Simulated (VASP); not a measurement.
# Li8Br3Cl5 (P1) in VASP: single point with PBEsol

Aim: the single point of Li8Br3Cl5 with PBEsol.

Everything below comes from runs of VASP 6.6.1. Logs are shortened: lines on timing, memory, paths and dates and some standing lists are left out, and cuts for length are marked.

### Step 1. The cell of the first run

The typed cell holds 64 atoms: a = 10.408 Å, b = 10.408 Å, c = 10.408 Å, α = 90.00°, β = 90.00°, γ = 90.00°.

### Step 2. Single point, PBEsol

Contents of INCAR:

```
PREC     = Accurate       # precision mode
ENCUT    = 880            # plane-wave cutoff, eV
EDIFF    = 1E-6           # SCF threshold, eV
ISMEAR   = -1             # smearing method
SIGMA    = 0.05           # smearing width, eV
LREAL    = Auto         
LASPH    = True           # aspherical terms in the spheres
NELM     = 120            # most SCF steps
ALGO     = Normal         # electronic algorithm
ISIF     = 2              # what is computed and relaxed
LWAVE    = False          # write WAVECAR
LCHARG   = False          # write CHGCAR
GGA      = PS             # functional
NBANDS   = 198            # bands
ISYM     = -1           
GGA_COMPAT= False
```

Contents of KPOINTS:

```
explicit points
1
Reciprocal
  0.25000000   0.25000000   0.25000000 1
```

Contents of POSCAR:

```
Li8Br3Cl5
1.0
   10.4076447996      0.0000000000      0.0000000000
    0.0000000000     10.4076447996      0.0000000000
    0.0000000000      0.0000000000     10.4076447996
Br Cl Li
12 20 32
Direct
    0.2508960000      0.9999610000      0.0012590000
    0.2463220000      0.4997190000      0.4968400000
    0.7509450000      0.4984890000      0.0001860000
    0.5019480000      0.2467610000      0.4990480000
    0.5009710000      0.7527970000      0.5001310000
    0.9997280000      0.0008030000      0.2510830000
    0.9978100000      0.4996370000      0.7500940000
    0.4987530000      0.4985240000      0.2480980000
    0.5017490000      0.4996090000      0.7519320000
    0.2486100000      0.2477470000      0.7512440000
    0.2486260000      0.7518490000      0.7511610000
    0.7509670000      0.7509580000      0.2501420000
    0.2481490000      0.9999970000      0.4988390000
    0.2479440000      0.4995390000      0.0037890000
    0.7494310000      0.0009580000      0.9976520000
    0.7515200000      0.0011900000      0.5027390000
    0.7535670000      0.4977030000      0.4998010000
    0.9981140000      0.2492300000      0.0015810000
    0.9970540000      0.2479460000      0.4987170000
    0.9995860000      0.7502170000      0.0002150000
    0.9981480000      0.7518220000      0.5003260000
    0.5021400000      0.2463280000      0.0014020000
    0.5005070000      0.7530150000      0.0002110000
    0.9955930000      0.0000230000      0.7493760000
    0.0003830000      0.4982280000      0.2496230000
    0.5004460000      0.0011290000      0.2487910000
    0.5044940000      0.9999440000      0.7516870000
    0.2480070000      0.2494800000      0.2486650000
    0.2481650000      0.7500230000      0.2486500000
    0.7514760000      0.2479710000      0.2500170000
    0.7513630000      0.2453530000      0.7503770000
    0.7513890000      0.7545940000      0.7504360000
    0.9937390000      0.9998140000      0.9943780000
    0.9966560000      0.9998930000      0.5061280000
    0.0038880000      0.4999150000      0.0056750000
    0.9936130000      0.4999340000      0.4942630000
    0.5065570000      0.9997890000      0.9990150000
    0.5043680000      0.9997930000      0.5022310000
    0.4954400000      0.4998050000      0.0009340000
    0.5067920000      0.4998320000      0.4989060000
    0.2463660000      0.2538160000      0.0083870000
    0.2395280000      0.2434670000      0.4911050000
    0.2470060000      0.7457070000      0.0072640000
    0.2399400000      0.7562480000      0.4922260000
    0.7521700000      0.2432970000      0.0010920000
    0.7583000000      0.2462570000      0.4997320000
    0.7525240000      0.7561500000      0.9946500000
    0.7586640000      0.7541350000      0.5060100000
    0.2559170000      0.0021320000      0.2562590000
    0.2530230000      0.9999590000      0.7431490000
    0.2438710000      0.4972520000      0.2456420000
    0.2487470000      0.4995590000      0.7541130000
    0.7441580000      0.0068260000      0.2545210000
    0.7492840000      0.0012000000      0.7476260000
    0.7554360000      0.4916960000      0.2563620000
    0.7506790000      0.4956280000      0.7433190000
    0.9989250000      0.2536170000      0.2476680000
    0.9916120000      0.2420860000      0.7530420000
    0.0052400000      0.7458360000      0.2472010000
    0.9926410000      0.7575180000      0.7526690000
    0.5002970000      0.2423040000      0.2411800000
    0.5090040000      0.2396780000      0.7599710000
    0.4939190000      0.7577170000      0.2407790000
    0.5079320000      0.7598730000      0.7596100000
```

Potentials or basis: VASP PAW PBE potentials, release 64 (Br, Cl, Li_sv).

Run with:

```console
> cat potpaw_PBE.64/Br/POTCAR potpaw_PBE.64/Cl/POTCAR potpaw_PBE.64/Li_sv/POTCAR > POTCAR
> mpirun -np 1 vasp_std > vasp.out
```

OUTCAR:

```text
PREC = Accurate
   ENCUT = 880
   EDIFF = 1E-6
   ISMEAR = -1
   LREAL = Auto
   LASPH = True
   NELM = 120
   ISIF = 2
   GGA = PS
   ISYM = -1

 ion  position               nearest neighbor table
   1  0.251  1.000  0.001-  41 2.64  43 2.65  49 2.65  37 2.66  33 2.68  50 2.69
   2  0.246  0.500  0.497-  51 2.61  36 2.63  42 2.67  44 2.67  52 2.68
   3  0.751  0.498  0.000-  35 2.63  45 2.66  39 2.66  55 2.67  56 2.67  47 2.68
   4  0.502  0.247  0.499-  38 2.57  40 2.63  46 2.67  61 2.68
   5  0.501  0.753  0.500-  38 2.57  40 2.63  48 2.68
   6  1.000  0.001  0.251-  57 2.63  59 2.65  34 2.65  53 2.66  49 2.67  33 2.67
   7  0.998  0.500  0.750-  56 2.57  52 2.61  35 2.66  36 2.66  58 2.68  60 2.68
   8  0.499  0.499  0.248-  39 2.57  40 2.61  51 2.65  61 2.67  55 2.67
   9  0.502  0.500  0.752-  39 2.59  56 2.59  52 2.63  40 2.63
  10  0.249  0.248  0.751-  50 2.58  52 2.62  58 2.68  41 2.68
  11  0.249  0.752  0.751-  50 2.58  52 2.63  60 2.66  43 2.67  44 2.70
  12  0.751  0.751  0.250-  59 2.65  47 2.66  53 2.66  48 2.66  63 2.68
  13  0.248  1.000  0.499-  49 2.53  42 2.54  44 2.54  50 2.54  34 2.62
  14  0.248  0.500  0.004-  51 2.52  35 2.54  41 2.56  43 2.56  39 2.58  52 2.60
  15  0.749  0.001  0.998-  45 2.52  37 2.53  33 2.54  47 2.55  54 2.60
  16  0.752  0.001  0.503-  54 2.55  34 2.55  46 2.55  38 2.57  48 2.57  53 2.59
  17  0.754  0.498  0.500-  36 2.50  55 2.53  56 2.53  40 2.57  46 2.62
  18  0.998  0.249  0.002-  45 2.56  57 2.56  41 2.59  58 2.59  33 2.60  35 2.61
  19  0.997  0.248  0.499-  46 2.48  42 2.53  34 2.58  57 2.61  36 2.62
  20  1.000  0.750  0.000-  59 2.57  47 2.57  43 2.58  60 2.58  33 2.60  35 2.61
  21  0.998  0.752  0.500-  48 2.49  44 2.52  34 2.58  36 2.62  60 2.63
  22  0.502  0.246  0.001-  61 2.50  62 2.51  37 2.57  45 2.60
[... 24 lines left out ...]
  47  0.753  0.756  0.995-  32 2.54  15 2.55  20 2.57  23 2.62  12 2.66   3 2.68
  48  0.759  0.754  0.506-  21 2.49  32 2.55  16 2.57  12 2.66   5 2.68
  49  0.256  0.002  0.256-  13 2.53  26 2.55  28 2.58  29 2.63   1 2.65   6 2.67
  50  0.253  1.000  0.743-  13 2.54  10 2.58  11 2.58  27 2.62   1 2.69
  51  0.244  0.497  0.246-  14 2.52  25 2.53  28 2.58   2 2.61  29 2.63   8 2.65
  52  0.249  0.500  0.754-  14 2.60   7 2.61  10 2.62  11 2.63   9 2.63   2 2.68
  53  0.744  0.007  0.255-  30 2.51  26 2.54  16 2.59   6 2.66  12 2.66
  54  0.749  0.001  0.748-  31 2.54  27 2.55  16 2.55  24 2.56  32 2.57  15 2.60
  55  0.755  0.492  0.256-  17 2.53  30 2.54  25 2.55   3 2.67   8 2.67
  56  0.751  0.496  0.743-  17 2.53   7 2.57   9 2.59  31 2.61   3 2.67
  57  0.999  0.254  0.248-  25 2.55  18 2.56  30 2.58  28 2.59  19 2.61   6 2.63
  58  0.992  0.242  0.753-  31 2.50  24 2.52  18 2.59  10 2.68   7 2.68
  59  0.005  0.746  0.247-  29 2.53  20 2.57  25 2.58  12 2.65   6 2.65
  60  0.993  0.758  0.753-  32 2.51  24 2.52  20 2.58  21 2.63  11 2.66   7 2.68
  61  0.500  0.242  0.241-  22 2.50  26 2.51  30 2.62  28 2.63   8 2.67   4 2.68
  62  0.509  0.240  0.760-  27 2.50  22 2.51  31 2.53
  63  0.494  0.758  0.241-  23 2.51  26 2.54  29 2.56  12 2.68
  64  0.508  0.760  0.760-  27 2.50  23 2.51  32 2.54

IMPORTANT INFORMATION: All symmetrisations will be switched off!
NOSYMM: (Re-)initialisation of all symmetry stuff for point group C_1.

----------------------------------------------------------------------------------------

                                     Primitive cell

  volume of cell :    1127.3464

  direct lattice vectors                    reciprocal lattice vectors
    10.407644800  0.000000000  0.000000000     0.096083218  0.000000000  0.000000000
     0.000000000 10.407644800  0.000000000     0.000000000  0.096083218  0.000000000
     0.000000000  0.000000000 10.407644800     0.000000000  0.000000000  0.096083218

  length of vectors
    10.407644800 10.407644800 10.407644800     0.096083218  0.096083218  0.096083218

  position of ions in fractional coordinates (direct lattice)
     0.250896000  0.999961000  0.001259000
     0.246322000  0.499719000  0.496840000
     0.750945000  0.498489000  0.000186000
     0.501948000  0.246761000  0.499048000
     0.500971000  0.752797000  0.500131000
     0.999728000  0.000803000  0.251083000
[... 56 lines left out ...]
     0.493919000  0.757717000  0.240779000
     0.507932000  0.759873000  0.759610000

  ion indices of the primitive-cell ions
   primitive index   ion index
                 1           1
                 2           2
                 3           3
                 4           4
                 5           5
                 6           6
[... 56 lines left out ...]
                63          63
                64          64

----------------------------------------------------------------------------------------

 KPOINTS: explicit points

Read explicit list of k-points.

 Found      1 k-points:

 Following reciprocal coordinates:
            Coordinates               Weight
  0.250000  0.250000  0.250000      1.000000
   k-points           NKPTS =      1   k-points in BZ     NKDIM =      1   number of bands    NBANDS=    198
   number of dos      NEDOS =    301   number of ions     NIONS =     64
   total plane-waves  NPLWV = ******
   dimension x,y,z NGX =   108 NGY =  108 NGZ =  108
   dimension x,y,z NGXF=   216 NGYF=  216 NGZF=  216
   ions per type =              12  20  32
   NGX,Y,Z   is equivalent  to a cutoff of  17.25, 17.25, 17.25 a.u.
   NGXF,Y,Z  is equivalent  to a cutoff of  34.50, 34.50, 34.50 a.u.
 SYSTEM =  unknown system
   PREC   = accura    normal or accurate (medium, high low for compatibility)
   ISTART =      0    job   : 0-new  1-cont  2-samecut
   ICHARG =      2    charge: 1-file 2-atom 10-const
   ISPIN  =      1    spin polarized calculation?
   LNONCOLLINEAR =      F non collinear calculations
   LSORBIT =      F    spin-orbit coupling
   LASPH  =      T    aspherical Exc in radial PAW
   ENCUT  =  880.0 eV  64.68 Ry    8.04 a.u.  25.17 25.17 25.17*2*pi/ulx,y,z
   NELM   =    120;   NELMIN=  2; NELMDL= -5     # of ELM steps
   EDIFF  = 0.1E-05   stopping-criterion for ELM
   LREAL  =      T    real-space projection
   EDIFFG = 0.1E-04   stopping-criterion for IOM
   NSW    =      0    number of steps for IOM
   IBRION =     -1    ionic relax: 0-MD 1-quasi-New 2-CG
   NFREE  =      0    steps in history (QN), initial steepest desc. (CG)
   ISIF   =      2    stress and relaxation
   ISYM   =     -1    0-nonsym 1-usesym 2-fastsym
   POTIM  = 0.5000    time-step for ionic-motion
   TEBEG  =    0.0;   TEEND  =   0.0 temperature during run
   PSTRESS=    0.0 pullay stress
   NELECT =     320.0000    total number of electrons
   NUPDOWN=      -1.0000    fix difference up-down
   EMIN   =  10.00;   EMAX   =-10.00  energy-range for DOS
   EFERMI =   0.00;   METHOD = LEGACY
   ISMEAR =    -1;   SIGMA  =   0.05  broadening in eV -4-tet -1-fermi 0-gaus
   EFERMI_NEDOS =   21; number of points for ismear=-14 and -15
   IALGO  =     38    algorithm
   IMIX   =      4    mixing-type and parameters
     AMIX     =   0.40;   BMIX     =  1.00
     AMIX_MAG =   1.60;   BMIX_MAG =  1.00
  volume/ion in A,a.u.               =      17.61       118.87
  Fermi-wavevector in a.u.,A,eV,Ry     =   1.075901  2.033158 15.749604  1.157563
  Thomas-Fermi vector in A             =   2.211771
   LORBIT       =      0    0 simple, 1 ext, 2 COOP (PROOUT), +10 PAW based schemes
   GGA     = PS    functional components
   LHFCALC =     F    Hartree Fock is set to
   AEXX    =    0.0000 exact exchange contribution
   IVDW    =     0    specifies the selected vdW correction
   LEPSILON=     F    determine dielectric tensor
   LRPA    =     F    only Hartree local field effects (RPA)
 non-spin polarized calculation
  energy-cutoff  :      880.00
  volume of cell :     1127.35
 maximum number of plane-waves:     66911
 NGX is ok and might be reduce to   100
   NGX = 51   NGY = 51   NGZ = 51

 number of electron     319.9999995 magnetization

 Free energy of the ion-electron system (eV)
  ---------------------------------------------------
  ext. energy  EPLUGINS =         0.00000000
  ---------------------------------------------------
  free energy    TOTEN  =      -235.38588694 eV

  energy without entropy =     -235.38588694  energy(sigma->0) =     -235.38588694

 E-fermi :   2.2895     XC(G=0):  -8.9462

 val. band max:        1.0486498447   @ k =   0.2500   0.2500   0.2500
 cond. band min:       6.9198872594   @ k =   0.2500   0.2500   0.2500
 fundamental gap:      5.8712374147
 Fermi energy:         2.2895442582

 k-point     1 :       0.2500    0.2500    0.2500
  band No.  band energies     occupation
      1     -42.4162      2.00000
      2     -42.4148      2.00000
      3     -42.4134      2.00000
      4     -42.4125      2.00000
      5     -42.4118      2.00000
      6     -42.4116      2.00000
[... 164 lines left out ...]
    171       7.9649      0.00000
    172       7.9952      0.00000
 [bands above 172 left out]

------------------------ aborting loop because EDIFF is reached ----------------------------------------

  FORCE on cell =-STRESS in cart. coord.  units (eV):
  Direction    XX          YY          ZZ          XY          YZ          ZX
  --------------------------------------------------------------------------------------
  -------------------------------------------------------------------------------------
  Total       -0.0998375      0.0097956     -0.0880499     -0.7872440     -0.7410379     -0.8141886
  in kB       -0.1418885      0.0139215     -0.1251359     -1.1188260     -1.0531582     -1.1571195
  external PRESSURE =      -0.0843676 kB  Pullay stress =       0.0000000 kB

 VOLUME and BASIS-vectors are now :
 -----------------------------------------------------------------------------
  energy-cutoff  :      880.00
  volume of cell :     1127.35
      direct lattice vectors                 reciprocal lattice vectors
    10.407644800  0.000000000  0.000000000     0.096083218  0.000000000  0.000000000
     0.000000000 10.407644800  0.000000000     0.000000000  0.096083218  0.000000000
     0.000000000  0.000000000 10.407644800     0.000000000  0.000000000  0.096083218

 POSITION                                       TOTAL-FORCE (eV/Angst)
 -----------------------------------------------------------------------------------
      2.61124     10.40724      0.01310         0.002067     -0.001603     -0.003188
      2.56363      5.20090      5.17093        -0.005515     -0.000344     -0.004784
      7.81557      5.18810      0.00194         0.002136      0.000910     -0.003767
      5.22410      2.56820      5.19391         0.005159      0.000647     -0.005271
      5.21393      7.83484      5.20519        -0.001006      0.010040      0.002229
     10.40481      0.00836      2.61318         0.002139     -0.000801     -0.004578
[... 56 lines left out ...]
      5.14053      7.88605      2.50594         0.027438     -0.012333      0.001290
      5.28638      7.90849      7.90575         0.011309     -0.000937     -0.003408
 -----------------------------------------------------------------------------------
    total drift:                               -0.055313     -0.008433      0.062123

  FREE ENERGIE OF THE ION-ELECTRON SYSTEM (eV)
  ---------------------------------------------------
  free  energy   TOTEN  =      -235.3858869385 eV

  energy  without entropy=     -235.3858869385  energy(sigma->0) =     -235.38588694
```

Wall time 11 min (1 thread of Intel Xeon 6975P-C (Granite Rapids), shared host); peak memory 2 GiB.

What came out:

| Property | Result |
| --- | --- |
| Free energy | -235.3859 eV |
| Pressure | 0.0 GPa |
| Largest force | 0.030 eV/Å |
| Band gap on the k mesh | 5.87 eV |

Forces on the atoms (eV/Å):
```
Br   0.002 -0.002 -0.003
Br  -0.006  0.000 -0.005
Br   0.002  0.001 -0.004
Br   0.005  0.001 -0.005
Br  -0.001  0.010  0.002
Br   0.002 -0.001 -0.005
Br  -0.003 -0.002 -0.002
Br  -0.005 -0.004 -0.007
Br   0.008 -0.001  0.001
Br  -0.005 -0.009  0.003
Br  -0.002  0.003  0.003
Br  -0.004 -0.005 -0.004
Cl   0.005  0.000 -0.005
Cl  -0.001  0.000  0.002
Cl   0.000  0.005 -0.002
Cl   0.003  0.001 -0.001
Cl   0.002  0.000 -0.002
Cl  -0.001 -0.002  0.003
Cl   0.001 -0.004  0.001
Cl  -0.001  0.001  0.000
Cl  -0.003  0.003  0.001
Cl   0.005  0.002 -0.001
Cl   0.005  0.003  0.001
Cl  -0.003 -0.002  0.004
Cl   0.003  0.011 -0.004
Cl  -0.002 -0.005  0.005
Cl   0.001  0.001  0.000
Cl  -0.001  0.001 -0.002
Cl   0.002 -0.001 -0.001
Cl   0.003 -0.002 -0.001
Cl   0.000  0.002 -0.003
Cl   0.000  0.002 -0.002
Li  -0.002  0.002  0.016
Li  -0.006  0.002 -0.006
Li   0.001 -0.001  0.007
Li  -0.003 -0.001  0.018
Li  -0.019 -0.007 -0.014
Li   0.005  0.002  0.006
Li   0.001  0.005  0.010
Li  -0.021 -0.004 -0.012
Li   0.003  0.001 -0.008
Li  -0.011  0.020  0.003
Li  -0.001 -0.004 -0.010
Li  -0.001 -0.019  0.007
Li   0.010  0.014  0.003
Li  -0.015 -0.011 -0.002
Li   0.008 -0.002  0.003
Li  -0.002  0.001  0.007
Li  -0.011  0.007 -0.007
Li   0.018  0.000  0.003
Li  -0.002 -0.004  0.003
Li  -0.016  0.006  0.007
Li  -0.001 -0.004 -0.001
Li  -0.004  0.006 -0.014
Li  -0.003 -0.008 -0.007
Li  -0.006 -0.008 -0.001
Li   0.003  0.007  0.001
Li   0.009  0.006  0.014
Li   0.008  0.005  0.001
Li   0.010 -0.005  0.014
Li   0.000 -0.008  0.000
Li  -0.001  0.008 -0.007
Li   0.027 -0.012  0.001
Li   0.011 -0.001 -0.003
```

Stress tensor (GPa, compression positive):
```
-0.01 -0.11 -0.12
-0.11  0.00 -0.11
-0.12 -0.11 -0.01
```

Caveat: the PAW data sets were made with another functional, which shifts forces and pressure a little; a shifted mesh leaves out Γ, where band edges can lie. A k mesh can miss the band edges.
